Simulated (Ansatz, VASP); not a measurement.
## Ta2N: VASP beside Ansatz

INCAR

```
ALGO     = Normal         # electronic algorithm
EDIFF    = 1E-6           # SCF threshold, eV
ENCUT    = 520            # plane-wave cutoff, eV
GGA      = PS             # functional
ISIF     = 2              # what is computed and relaxed
ISMEAR   = 0              # smearing method
LASPH    = True           # aspherical terms in the spheres
LCHARG   = False          # write CHGCAR
LREAL    = False          # projectors in reciprocal space
LWAVE    = False          # write WAVECAR
NBANDS   = 20             # bands
NELM     = 60             # most SCF steps
PREC     = Accurate       # precision mode
SIGMA    = 0.15           # smearing width, eV
```

KPOINTS

```
k-points
0
Gamma
  18 18 10
```

POSCAR

```
Ta2N
1.0
    2.9554448551      0.0000000000      0.0000000000
   -1.4777224275      2.5594903240      0.0000000000
    0.0000000000      0.0000000000      4.9193379613
Ta N
2 1
Direct
    0.6666666667      0.3333333333      0.7463700642
    0.3333333333      0.6666666667      0.2536299358
    0.0000000000      0.0000000000      0.0000000000
```

Input for Ansatz:

```yaml
crystal:
  lattice:
    - [2.9554448551, 0.0, 0.0]
    - [-1.4777224275, 2.559490324, 0.0]
    - [0.0, 0.0, 4.9193379613]
  atoms:
    - { symbol: Ta, position: [0.6666666667, 0.3333333333, 0.7463700642] }
    - { symbol: Ta, position: [0.3333333333, 0.6666666667, 0.2536299358] }
    - { symbol: "N", position: [0.0, 0.0, 0.0] }
basis:
  ecutwfc: 520.0
kpoints:
  mp_grid: { grid: [18, 18, 10] }
hamiltonian:
  xc: pbesol
  pseudopotentials: { kind: paw, azcp: { folder: soft_1 } }
scf:
  occupations: { method: gaussian, width: 0.15 }
output:
  forces: true
  stress: true
  eigenvalues: true
```

Alike in both runs: task single point; functional PBEsol; k mesh 18 × 18 × 10; occupations gaussian, width 0.15 eV; no spin polarisation.

|  | VASP | Ansatz |
| --- | --- | --- |
| version | VASP 6.6.1 | Ansatz 0.2.0 |
| potentials or method | VASP PAW PBE potentials, release 64 (Ta_pv, N), cutoff 520 eV | scalar-relativistic, plane waves, PAW |
| valence electrons in the cell | 27 | 31 |

Ansatz gave:

* gap on the k mesh at the Fermi level (eV): none
* pressure (GPa): 21.8
* traceless stress, the component that is largest in VASP (GPa): -9.57
* rms of the force components (eV/Å): 0.470

Task: What did VASP give for the same quantities?

Result: gap on the k mesh at the Fermi level (eV): none; pressure (GPa): 22.7; traceless stress, the component that is largest in VASP (GPa): -9.63; rms of the force components (eV/Å): 0.501.

VASP's potentials were made for PBE, not for PBEsol, and Ansatz warns of the same on its side. Atom by atom the forces differ by 0.031 eV/Å (rms over components). A gap of «none» marks a metal or a gap that the smearing closes. The functional is the same, so the differences come from potentials, cutoffs and numerics. VASP's potentials hold 27 valence electrons a cell and Ansatz's 31, so a difference there can come from the potentials and not from the codes.

Neither program's run includes spin-orbit coupling.
